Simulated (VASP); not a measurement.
A run of VASP 6.6.1:

The input INCAR:

```
ALGO     = Normal         # electronic algorithm
EDIFF    = 1E-8           # SCF threshold, eV
ENCUT    = 520            # plane-wave cutoff, eV
GGA      = PS             # functional
IBRION   = 8              # ionic algorithm
ISIF     = 2              # what is computed and relaxed
ISMEAR   = 0              # smearing method
LASPH    = True           # aspherical terms in the spheres
LCHARG   = False          # write CHGCAR
LREAL    = False          # projectors in reciprocal space
LWAVE    = False          # write WAVECAR
NELM     = 80             # most SCF steps
NSW      = 1              # ionic steps
PREC     = Accurate       # precision mode
SIGMA    = 0.15           # smearing width, eV
```

File KPOINTS:

```
k-points
0
Gamma
  10 10 10
```

Contents of POSCAR:

```
LuSb
1.0
    0.0000000000      2.9966482628      2.9966482628
    2.9966482628      0.0000000000      2.9966482628
    2.9966482628      2.9966482628      0.0000000000
Lu Sb
1 1
Direct
    0.5000000000      0.5000000000      0.5000000000
    0.0000000000      0.0000000000      0.0000000000
```

Potentials or basis: VASP PAW PBE potentials, release 64 (Lu, Sb).

Command:

```sh
$ cat potpaw_PBE.64/Lu/POTCAR potpaw_PBE.64/Sb/POTCAR > POTCAR
$ mpirun -np 1 vasp_std > vasp.out
```

Hardware: 1 thread of Intel(R) Xeon(R) Platinum 8259CL CPU @ 2.50GHz (Skylake/Cascade Lake), with other jobs on the host.

Question: Estimate the wall time of this run.

Answer: Wall time 7.5 min on 1 thread of Intel(R) Xeon(R) Platinum 8259CL CPU @ 2.50GHz (Skylake/Cascade Lake), on a shared host, peak memory 0.39 GiB. Counts: scf iterations 61, k points 47.
